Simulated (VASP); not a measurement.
## Ba: single point with r2SCAN

Ba:

```xyz
1
Lattice="-2.5368 2.5368 2.5368 2.5368 -2.5368 2.5368 2.5368 2.5368 -2.5368" Properties=species:S:1:pos:R:3 pbc="T T T"
Ba    0.0000    0.0000    0.0000
```

| Property | Result |
| --- | --- |
| Program | VASP 6.6.1 |
| Task | single point |
| Functional | r2SCAN |
| Potentials or basis | VASP PAW PBE potentials, release 64 (Ba_sv) |
| Cutoff | 520 eV |
| k mesh | 14 × 14 × 14 |
| Occupations | fermi-dirac, width 0.1 eV |
| Spin | no spin polarisation |
| Dipole correction | no |
| Further INCAR settings | ALGO = Normal; EDIFF = 1e-06; NBANDS = 11 |

* Pressure: 0.0 GPa
* Band gap on the k mesh: zero (bands 5 and 6 overlap by 1.01 eV)

Levels at points of the mesh, in eV from the Fermi level:
| k point | band 3 | band 4 | band 5 | band 6 | band 7 | band 8 |
| --- | --- | --- | --- | --- | --- | --- |
| (0.00, 0.00, 0.00) | -14.54 | -14.54 | -2.88 | 2.09 | 2.09 | 2.09 |
| (0.50, 0.00, 0.00) | -14.67 | -14.54 | -0.86 | 0.88 | 1.09 | 3.43 |
| (0.50, 0.50, 0.50) | -14.82 | -14.82 | -0.58 | -0.58 | 4.51 | 4.51 |

Wall time 3 min on 1 thread of Intel(R) Xeon(R) Platinum 8488C (Sapphire Rapids) (shared host), peak memory 0.25 GiB.

Caveat: the PAW data sets were made with another functional, which shifts forces and pressure a little; spin-orbit coupling is left out, which moves the levels of the heavy elements.
